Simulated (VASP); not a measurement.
# Nb (Pm-3m) in VASP: further runs

Nb is run at these levels: r2SCAN; tasks: single point.

All numbers are computed with VASP 6.6.1; they aren't measurements. Logs are shortened: lines on timing, memory, paths and dates and some standing lists are left out, and cuts for length are marked.

## Step 1: The cell of the first run

Symmetry: Pm-3m, No. 221, cubic system. The conventional cell has a = 2.709 Å, b = 2.709 Å, c = 2.709 Å, α = 90.00°, β = 90.00°, γ = 90.00°. Within 3.6 Å of Nb (site symmetry m-3m) lie 6 Nb at 2.71 Å.

## Step 2: Single point, r2SCAN

POSCAR

```
Nb
1.0
    2.7094730060      0.0000000000      0.0000000000
    0.0000000000      2.7094730060      0.0000000000
    0.0000000000      0.0000000000      2.7094730060
Nb
1
Direct
    0.0000000000      0.0000000000      0.0000000000
```

INCAR.step1

```
PREC = Accurate
ENCUT = 520
ISMEAR = -1
SIGMA = 0.1
LREAL = F
LASPH = T
NELM = 60
NBANDS = 12
GGA = PE
ALGO = Normal
EDIFF = 1E-4
LWAVE = T
LCHARG = F
```

INCAR.step2

```
PREC = Accurate
ENCUT = 520
EDIFF = 1E-6
ISMEAR = -1
SIGMA = 0.1
LREAL = F
LASPH = T
NELM = 60
ALGO = Normal
ISIF = 2
LWAVE = F
LCHARG = T
METAGGA = R2SCAN
LMIXTAU = T
LELF = T
LVHAR = T
NBANDS = 12
ISTART = 1
```

KPOINTS

```
regular mesh
0
Gamma
  13 13 13
```

Potentials or basis: VASP PAW PBE potentials, release 64 (Nb_sv).

Run with:

```bash
> cat potpaw_PBE.64/Nb_sv/POTCAR > POTCAR
> cp INCAR.step1 INCAR
> mpirun -np 1 vasp_std > vasp.out
> cp INCAR.step2 INCAR
> mpirun -np 1 vasp_std > vasp.out
```

OUTCAR:

```text
PREC = Accurate
   ENCUT = 520
   EDIFF = 1E-6
   ISMEAR = -1
   LREAL = F
   LASPH = T
   NELM = 60
   ISIF = 2
   METAGGA = R2SCAN
   ISTART = 1

 ion  position               nearest neighbor table
   1  0.000  0.000  0.000-

  LATTYP: Found a simple cubic cell.
 ALAT       =     2.7094730060

  Lattice vectors:

 A1 = (   2.7094730060,   0.0000000000,   0.0000000000)
 A2 = (   0.0000000000,   2.7094730060,   0.0000000000)
 A3 = (   0.0000000000,   0.0000000000,   2.7094730060)

Analysis of symmetry for initial positions (statically):
=====================================================================
 Subroutine PRICEL returns:
 Original cell was already a primitive cell.

 Routine SETGRP: Setting up the symmetry group for a
 simple cubic supercell.

 Subroutine GETGRP returns: Found 48 space group operations
 (whereof 48 operations were pure point group operations)
 out of a pool of 48 trial point group operations.

The static configuration has the point symmetry O_h .

Analysis of symmetry for dynamics (positions and initial velocities):
=====================================================================
 Subroutine PRICEL returns:
 Original cell was already a primitive cell.

 Routine SETGRP: Setting up the symmetry group for a
 simple cubic supercell.

 Subroutine GETGRP returns: Found 48 space group operations
 (whereof 48 operations were pure point group operations)
 out of a pool of 48 trial point group operations.

The dynamic configuration has the point symmetry O_h .

 Subroutine INISYM returns: Found 48 space group operations
 (whereof 48 operations are pure point group operations),
 and found     1 'primitive' translations

----------------------------------------------------------------------------------------

                                     Primitive cell

  volume of cell :      19.8909

  direct lattice vectors                    reciprocal lattice vectors
     2.709473006  0.000000000  0.000000000     0.369075461  0.000000000  0.000000000
     0.000000000  2.709473006  0.000000000     0.000000000  0.369075461  0.000000000
     0.000000000  0.000000000  2.709473006     0.000000000  0.000000000  0.369075461

  length of vectors
     2.709473006  2.709473006  2.709473006     0.369075461  0.369075461  0.369075461

  position of ions in fractional coordinates (direct lattice)
     0.000000000  0.000000000  0.000000000

  ion indices of the primitive-cell ions
   primitive index   ion index
                 1           1

----------------------------------------------------------------------------------------

 KPOINTS: regular mesh

Automatic generation of k-mesh.
 Grid dimensions read from file:
 generate k-points for:   13   13   13

 Generating k-lattice:

  Cartesian coordinates                     Fractional coordinates (reciprocal lattice)
     0.028390420  0.000000000  0.000000000     0.076923077  0.000000000  0.000000000
     0.000000000  0.028390420  0.000000000     0.000000000  0.076923077  0.000000000
     0.000000000  0.000000000  0.028390420     0.000000000  0.000000000  0.076923077

  Length of vectors
     0.028390420  0.028390420  0.028390420

  Shift w.r.t. Gamma in fractional coordinates (k-lattice)
     0.000000000  0.000000000  0.000000000

 Subroutine IBZKPT returns following result:
 ===========================================

 Found     84 irreducible k-points:

 Following reciprocal coordinates:
            Coordinates               Weight
  0.000000  0.000000  0.000000      1.000000
  0.076923  0.000000  0.000000      6.000000
  0.153846  0.000000  0.000000      6.000000
  0.230769  0.000000  0.000000      6.000000
  0.307692  0.000000  0.000000      6.000000
  0.384615  0.000000  0.000000      6.000000
[... 16 lines left out ...]
  0.307692  0.307692  0.000000     12.000000
  0.384615  0.307692  0.000000     24.000000
 [... further k-points ...]
   k-points           NKPTS =     84   k-points in BZ     NKDIM =     84   number of bands    NBANDS=     12
   number of dos      NEDOS =    301   number of ions     NIONS =      1
   total plane-waves  NPLWV =   8000
   dimension x,y,z NGX =    20 NGY =   20 NGZ =   20
   dimension x,y,z NGXF=    40 NGYF=   40 NGZF=   40
   ions per type =               1
   NGX,Y,Z   is equivalent  to a cutoff of  12.27, 12.27, 12.27 a.u.
   NGXF,Y,Z  is equivalent  to a cutoff of  24.54, 24.54, 24.54 a.u.
 SYSTEM =  unknown system
   PREC   = accura    normal or accurate (medium, high low for compatibility)
   ISTART =      1    job   : 0-new  1-cont  2-samecut
   ICHARG =      0    charge: 1-file 2-atom 10-const
   ISPIN  =      1    spin polarized calculation?
   LNONCOLLINEAR =      F non collinear calculations
   LSORBIT =      F    spin-orbit coupling
   LASPH  =      T    aspherical Exc in radial PAW
   ENCUT  =  520.0 eV  38.22 Ry    6.18 a.u.   5.04  5.04  5.04*2*pi/ulx,y,z
   NELM   =     60;   NELMIN=  2; NELMDL=  0     # of ELM steps
   EDIFF  = 0.1E-05   stopping-criterion for ELM
   LREAL  =      F    real-space projection
   EDIFFG = 0.1E-04   stopping-criterion for IOM
   NSW    =      0    number of steps for IOM
   IBRION =     -1    ionic relax: 0-MD 1-quasi-New 2-CG
   NFREE  =      0    steps in history (QN), initial steepest desc. (CG)
   ISIF   =      2    stress and relaxation
   ISYM   =      2    0-nonsym 1-usesym 2-fastsym
   POTIM  = 0.5000    time-step for ionic-motion
   TEBEG  =    0.0;   TEEND  =   0.0 temperature during run
   PSTRESS=    0.0 pullay stress
   NELECT =      13.0000    total number of electrons
   NUPDOWN=      -1.0000    fix difference up-down
   EMIN   =  10.00;   EMAX   =-10.00  energy-range for DOS
   EFERMI =   0.00;   METHOD = LEGACY
   ISMEAR =    -1;   SIGMA  =   0.10  broadening in eV -4-tet -1-fermi 0-gaus
   EFERMI_NEDOS =   21; number of points for ismear=-14 and -15
   IALGO  =     38    algorithm
   IMIX   =      4    mixing-type and parameters
     AMIX     =   0.40;   BMIX     =  1.00
     AMIX_MAG =   1.60;   BMIX_MAG =  1.00
  volume/ion in A,a.u.               =      19.89       134.23
  Fermi-wavevector in a.u.,A,eV,Ry     =   1.420707  2.684747 27.462105  2.018408
  Thomas-Fermi vector in A             =   2.541594
   LORBIT       =      0    0 simple, 1 ext, 2 COOP (PROOUT), +10 PAW based schemes
   METAGGA = R2SCAN    functional components
   LHFCALC =     F    Hartree Fock is set to
   AEXX    =    0.0000 exact exchange contribution
   IVDW    =     0    specifies the selected vdW correction
   LEPSILON=     F    determine dielectric tensor
   LRPA    =     F    only Hartree local field effects (RPA)
 non-spin polarized calculation
  energy-cutoff  :      520.00
  volume of cell :       19.89
 maximum number of plane-waves:       549
   NGX = 11   NGY = 11   NGZ = 11

 number of electron      12.9999998 magnetization

 Free energy of the ion-electron system (eV)
  ---------------------------------------------------
  ext. energy  EPLUGINS =         0.00000000
  ---------------------------------------------------
  free energy    TOTEN  =       -23.85175601 eV

  energy without entropy =      -23.82321850  energy(sigma->0) =      -23.83748726

 E-fermi :   9.9704     XC(G=0): -12.9058

 val. band max:        9.8629063130   @ k =   0.3846   0.0769   0.0000
 cond. band min:      10.0007143202   @ k =   0.4615   0.3077   0.2308
 fundamental gap:      0.1378080072
 Fermi energy:         9.9704030646

 k-point     1 :       0.0000    0.0000    0.0000
  band No.  band energies     occupation
      1     -46.5371      2.00000
      2     -21.0430      2.00000
      3     -21.0430      2.00000
      4     -21.0430      2.00000
      5       3.9932      2.00000
      6       6.8764      2.00000
      7       6.8764      2.00000
      8      15.4429      0.00000
      9      15.4429      0.00000
     10      15.4429      0.00000
     11      25.6061      0.00000
     12      25.6061      0.00000

 k-point     2 :       0.0769    0.0000    0.0000
  band No.  band energies     occupation
      1     -46.5252      2.00000
      2     -21.1423      2.00000
      3     -21.0348      2.00000
      4     -21.0348      2.00000
      5       4.1732      2.00000
      6       6.9248      2.00000
      7       7.0785      2.00000
      8      15.1675      0.00000
      9      15.1675      0.00000
     10      15.4616      0.00000
     11      24.6836      0.00000
     12      25.9832      0.00000

 k-point     3 :       0.1538    0.0000    0.0000
  band No.  band energies     occupation
      1     -46.4920      2.00000
      2     -21.4115      2.00000
      3     -21.0121      2.00000
      4     -21.0121      2.00000
      5       4.6556      2.00000
      6       7.0619      2.00000
      7       7.6758      2.00000
      8      14.4871      0.00000
      9      14.4871      0.00000
     10      15.5141      0.00000
     11      22.9162      0.00000
     12      26.9490      0.00000
[... 286 lines left out ...]
 k-point    23 :       0.3077    0.3077    0.0000
  band No.  band energies     occupation
      1     -46.2549      2.00000
      2     -22.0294      2.00000
      3     -21.9885      2.00000
      4     -20.8514      2.00000
      5       7.0062      2.00000
      6       8.1355      2.00000
      7      11.4609      0.00000
      8      12.5464      0.00000
      9      13.2108      0.00000
     10      13.5115      0.00000
     11      21.0056      0.00000
     12      24.0159      0.00000

 k-point    24 :       0.3846    0.3077    0.0000
  band No.  band energies     occupation
      1     -46.2136      2.00000
      2     -22.2977      2.00000
      3     -21.9663      2.00000
      4     -20.8238      2.00000
      5       6.8507      2.00000
      6       8.2161      2.00000
      7      11.9750      0.00000
      8      12.8208      0.00000
      9      13.5081      0.00000
     10      13.7402      0.00000
     11      20.1262      0.00000
     12      24.6098      0.00000

 [... further k-points ...]
[... 5 lines left out ...]
  --------------------------------------------------------------------------------------
  -------------------------------------------------------------------------------------
  Total       -0.0740163     -0.0740163     -0.0740163     -0.0000000     -0.0000000     -0.0000000
  in kB       -5.9618850     -5.9618850     -5.9618850     -0.0000000     -0.0000000     -0.0000000
  external PRESSURE =      -5.9618850 kB  Pullay stress =       0.0000000 kB

 VOLUME and BASIS-vectors are now :
 -----------------------------------------------------------------------------
  energy-cutoff  :      520.00
  volume of cell :       19.89
      direct lattice vectors                 reciprocal lattice vectors
     2.709473006  0.000000000  0.000000000     0.369075461  0.000000000  0.000000000
     0.000000000  2.709473006  0.000000000     0.000000000  0.369075461  0.000000000
     0.000000000  0.000000000  2.709473006     0.000000000  0.000000000  0.369075461

 POSITION                                       TOTAL-FORCE (eV/Angst)
 -----------------------------------------------------------------------------------
      0.00000      0.00000      0.00000         0.000000      0.000000      0.000000
 -----------------------------------------------------------------------------------
    total drift:                                0.000000      0.000000      0.000000

  FREE ENERGIE OF THE ION-ELECTRON SYSTEM (eV)
  ---------------------------------------------------
  free  energy   TOTEN  =       -23.8517560141 eV

  energy  without entropy=      -23.8232185001  energy(sigma->0) =      -23.83748726
```

Wall time 30 s (1 thread of Intel Xeon 6975P-C, shared host); peak memory 0.14 GiB.

Results:

| Property | Result |
| --- | --- |
| Free energy | -23.8518 eV |
| Pressure | -0.6 GPa |

Levels at points of the mesh, in eV from the Fermi level:
```tsv
k point	band 5	band 6	band 7	band 8	band 9	band 10
(0.00, 0.00, 0.00)	-5.98	-3.09	-3.09	5.47	5.47	5.47
```

Caveat: the PAW data sets were made with another functional, which shifts forces and pressure a little.

## Step 3: Single point, r2SCAN (volume scaled by 1.04)

POSCAR

```
Nb
1.0
    2.7451280554      0.0000000000      0.0000000000
    0.0000000000      2.7451280554      0.0000000000
    0.0000000000      0.0000000000      2.7451280554
Nb
1
Direct
    0.0000000000      0.0000000000      0.0000000000
```

INCAR.step1

```
SYSTEM = Nb
PREC = Accurate
ENCUT = 520
ISMEAR = -1
SIGMA = 0.1
LREAL = .FALSE.
LASPH = .TRUE.
NELM = 100
NBANDS = 12
GGA = PE
ALGO = Normal
EDIFF = 1E-4
LWAVE = .TRUE.
LCHARG = .FALSE.
```

INCAR.step2

```
SYSTEM = Nb
PREC = Accurate
ENCUT = 520
EDIFF = 1E-6
ISMEAR = -1
SIGMA = 0.1
LREAL = .FALSE.
LASPH = .TRUE.
NELM = 100
ALGO = Normal
ISIF = 2
LWAVE = .FALSE.
LCHARG = .FALSE.
METAGGA = R2SCAN
LMIXTAU = .TRUE.
NBANDS = 12
ISTART = 1
```

KPOINTS

```
Automatic mesh
0
G
  13 13 13
  0 0 0
```

Potentials or basis: VASP PAW PBE potentials, release 64 (Nb_sv).

Run with:

```bash
> cat potpaw_PBE.64/Nb_sv/POTCAR > POTCAR
> cp INCAR.step1 INCAR
> mpirun -np 1 vasp_std > vasp.out
> cp INCAR.step2 INCAR
> mpirun -np 1 vasp_std > vasp.out
```

It took 34 s on 1 thread of Intel Xeon 6975P-C, shared host; peak memory 0.14 GiB.

The run converged. Its results:

```
Free energy : -23.8367 eV
Pressure    : -5.4 GPa
```

Levels at points of the mesh, in eV from the Fermi level:
| k point | band 3 | band 4 | band 5 | band 6 | band 7 | band 8 | band 9 | band 10 | band 11 | band 12 |
| --- | --- | --- | --- | --- | --- | --- | --- | --- | --- | --- |
| (0.00, 0.00, 0.00) | -31.11 | -31.11 | -5.89 | -2.94 | -2.94 | 5.24 | 5.24 | 5.24 | 15.29 | 15.29 |

Caveat: the PAW data sets were made with another functional, which shifts forces and pressure a little.

## Step 4: Single point, r2SCAN (volume scaled by 1.08)

POSCAR

```
Nb
1.0
    2.7798802010      0.0000000000      0.0000000000
    0.0000000000      2.7798802010      0.0000000000
    0.0000000000      0.0000000000      2.7798802010
Nb
1
Direct
    0.0000000000      0.0000000000      0.0000000000
```

INCAR.step1

```
PREC = Accurate ; ENCUT = 520
ISMEAR = -1 ; SIGMA = 0.1
LREAL = False ; LASPH = True
NELM = 80 ; NBANDS = 12
GGA = PE ; ALGO = Normal
EDIFF = 1E-4 ; LWAVE = True
LCHARG = False
```

INCAR.step2

```
PREC = Accurate ; ENCUT = 520
EDIFF = 1E-6 ; ISMEAR = -1
SIGMA = 0.1 ; LREAL = False
LASPH = True ; NELM = 80
ALGO = Normal ; ISIF = 2
LWAVE = False ; LCHARG = False
METAGGA = R2SCAN ; LMIXTAU = True
NBANDS = 12 ; ISTART = 1
```

KPOINTS

```
Automatic mesh
0
Gamma
  13 13 13
```

Run with:

```bash
> cat potpaw_PBE.64/Nb_sv/POTCAR > POTCAR
> cp INCAR.step1 INCAR
> mpirun -np 1 vasp_std > vasp.out
> cp INCAR.step2 INCAR
> mpirun -np 1 vasp_std > vasp.out
```

Run time: 38 s. Hardware: 1 thread of Intel Xeon 6975P-C, shared host; peak memory 0.15 GiB.

The run converged. Its results:

```
Free energy : -23.8001 eV
Pressure    : -9.3 GPa
```

Levels at points of the mesh, in eV from the Fermi level:
```csv
k point,band 3,band 4,band 5,band 6,band 7,band 8,band 9,band 10,band 11,band 12
"(0.00, 0.00, 0.00)",-31.21,-31.21,-5.79,-2.80,-2.80,5.02,5.02,5.02,14.96,14.96
```

Caveat: the PAW data sets were made with another functional, which shifts forces and pressure a little.

## Step 5: The runs side by side

```csv
cell,gap on the mesh (eV),pressure (GPa)
"a = 2.709 Å, 1 atom",none,-0.6
"a = 2.745 Å, 1 atom",none,-5.4
"a = 2.780 Å, 1 atom",none,-9.3
```

Alike in all rows: task single point; level r2SCAN; potentials or basis VASP PAW PBE potentials, release 64 (Nb_sv); no spin polarisation; k mesh 13 × 13 × 13; cutoff (eV) 520; smearing fermi-dirac 0.1 eV.

Caveats: the PAW data sets were made with another functional, which shifts forces and pressure a little.

Absolute energies hang on the potentials; compare differences alone.
